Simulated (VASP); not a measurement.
HfO2:

```xyz
3
Lattice="0.0000 2.5575 2.5575 2.5575 0.0000 2.5575 2.5575 2.5575 0.0000" Properties=species:S:1:pos:R:3 pbc="T T T"
Hf    0.0000    0.0000    0.0000
O     3.8363    3.8363    3.8363
O     1.2788    1.2788    1.2788
```

- Program: VASP 6.6.1
- Task: relaxation of cell and atoms
- Functional: revPBE
- Dispersion: D4
- Potentials or basis: VASP PAW PBE potentials, release 64 (Hf_pv, O)
- Cutoff: 600 eV
- k mesh: 9 × 9 × 9
- Occupations: fermi-dirac, width 0.05 eV
- Spin: no spin polarisation

At the start: pressure -9.4 GPa; volume 11.15 Å³/atom.

Where does the relaxation end?

Over 3 steps the energy falls by 13.4 meV/atom and the volume is 10.72 Å³/atom (-3.9 %); space group Fm-3m (No. 225, to 0.1 Å) before and after.

The path:
```
step  energy change (eV)  largest force (eV/Å)  pressure (GPa)  volume (Å³)
   1              0.0000                0.0000           -9.38        33.46
   2              0.0411                0.0000           15.81        30.39
   3             -0.0403                0.0000           -0.06        32.15
```

Final structure:
```
Hf O
1.0
     0.00000    2.52366    2.52366
     2.52366    0.00000    2.52366
     2.52366    2.52366    0.00000
Hf O
1 2
Direct
  0.00000 0.00000 0.00000
  0.75000 0.75000 0.75000
  0.25000 0.25000 0.25000
```

Caveat: the PAW data sets were made with another functional, which shifts forces and pressure a little.
